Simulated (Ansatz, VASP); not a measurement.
CdTe in VASP and in Ansatz

The input INCAR:

```
ALGO = Normal
EDIFF = 1E-6
ENCUT = 520
GGA = PE
ISIF = 2
ISMEAR = 0
LASPH = True
LCHARG = False
LREAL = False
LWAVE = False
NBANDS = 16
NELM = 100
PREC = Accurate
SIGMA = 0.05
```

Contents of KPOINTS:

```
k-points
0
Gamma
  8 8 8
```

Contents of POSCAR:

```
CdTe
1.0
    0.0000000000      3.2050000000      3.0127000000
    3.2050000000      0.0000000000      3.0127000000
    3.2050000000      3.2050000000      0.0000000000
Cd Te
1 1
Direct
    0.0000000000      0.0000000000      0.0000000000
    0.7500000000      0.7500000000      0.7500000000
```

Input for Ansatz:

```yaml
crystal:
  lattice:
    - [0.0, 3.205, 3.0127]
    - [3.205, 0.0, 3.0127]
    - [3.205, 3.205, 0.0]
  atoms:
    - { symbol: Cd, position: [0.0, 0.0, 0.0] }
    - { symbol: Te, position: [0.75, 0.75, 0.75] }
basis:
  ecutwfc: 420
kpoints:
  mp_grid: { grid: [8, 8, 8] }
hamiltonian:
  xc: pbe
scf:
  occupations: { method: gaussian, width: 0.05 }
output:
  forces: true
  stress: true
  eigenvalues: true
```

Change from the starting cell: strain -0.0600 x Voigt [0, 0, 1, 0, 0, 0], atoms carried along.

Alike in both runs: task single point; functional PBE; k mesh 8 × 8 × 8; occupations gaussian, width 0.05 eV; no spin polarisation.

|  | VASP | Ansatz |
| --- | --- | --- |
| version | VASP 6.6.1 | Ansatz 0.2.0 |
| potentials or method | VASP PAW PBE potentials, release 64 (Cd, Te), cutoff 520 eV | scalar-relativistic, plane waves, PAW |
| valence electrons in the cell | 18 | 36 |

|  | VASP | Ansatz | Ansatz less VASP |
| --- | --- | --- | --- |
| gap on the k mesh at the Fermi level (eV) | 0.93 | 0.93 | -0.004 |
| least direct gap on the mesh (eV) | 0.93 | 0.93 | -0.004 |
| pressure (GPa) | 8.2 | 8.0 | -0.20 |
| traceless stress, the component that is largest in VASP (GPa) | 0.29 | 0.30 | +0.005 |

VASP's potentials hold 18 valence electrons a cell and Ansatz's 36, so a difference there can come from the potentials and not from the codes.

Neither program's run includes spin-orbit coupling.
